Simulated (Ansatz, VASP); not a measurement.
# Two plane-wave programs on Te2Mo

The input INCAR:

```
SYSTEM = Te2Mo
PREC = Accurate
ENCUT = 500
EDIFF = 1E-6
ISMEAR = 0
SIGMA = 0.1
LREAL = .FALSE.
LASPH = .TRUE.
NELM = 120
ALGO = Normal
ISIF = 2
LWAVE = .FALSE.
LCHARG = .FALSE.
GGA = PE
NBANDS = 20
GGA_COMPAT = .FALSE.
```

KPOINTS

```
Automatic mesh
0
G
  6 6 1
  0 0 0
```

The input POSCAR:

```
Te2Mo
1.0
    3.5838112019      0.0000000000      0.0000000000
   -1.7919056009      3.1036715432      0.0000000000
    0.0000000000      0.0000000000     17.6401145653
Te Mo
2 1
Direct
    0.3333333333      0.6666666667      0.8978554500
    0.3333333333      0.6666666667      0.1021445500
    0.0000000000      0.0000000000      0.0000000000
```

Input for Ansatz:

```yaml
crystal:
  lattice:
    - [3.5838112019, 0.0, 0.0]
    - [-1.7919056009, 3.1036715432, 0.0]
    - [0.0, 0.0, 17.6401145653]
  atoms:
    - { symbol: Te, position: [0.3333333333, 0.6666666667, 0.89785545] }
    - { symbol: Te, position: [0.3333333333, 0.6666666667, 0.10214455] }
    - { symbol: Mo, position: [0.0, 0.0, 0.0] }
basis:
  ecutwfc: 420
kpoints:
  mp_grid: { grid: [6, 6, 1] }
hamiltonian:
  xc: pbe
scf:
  occupations: { method: gaussian, width: 0.1 }
  eigensolver: { kind: davidson }
  max_iter: 78
output:
  forces: true
  stress: true
  eigenvalues: true
```

Alike in both runs: task single point; functional PBE; k mesh 6 × 6 × 1; occupations gaussian, width 0.1 eV; no spin polarisation.

|  | VASP | Ansatz |
| --- | --- | --- |
| version | VASP 6.6.1 | Ansatz 0.2.0 |
| potentials or method | VASP PAW PBE potentials, release 64 (Te, Mo_sv), cutoff 500 eV | scalar-relativistic, plane waves, PAW |
| valence electrons in the cell | 26 | 46 |

|  | VASP | Ansatz | Ansatz less VASP |
| --- | --- | --- | --- |
| gap on the k mesh at the Fermi level (eV) | 1.02 | 1.02 | +0.001 |
| least direct gap on the mesh (eV) | 1.02 | 1.02 | +0.001 |
| rms of the force components (eV/Å) | 0.019 | 0.025 | +0.0062 |

Atom by atom the forces differ by 0.006 eV/Å (rms over components). VASP's potentials hold 26 valence electrons a cell and Ansatz's 46, so a difference there can come from the potentials and not from the codes.

Neither program's run includes spin-orbit coupling.
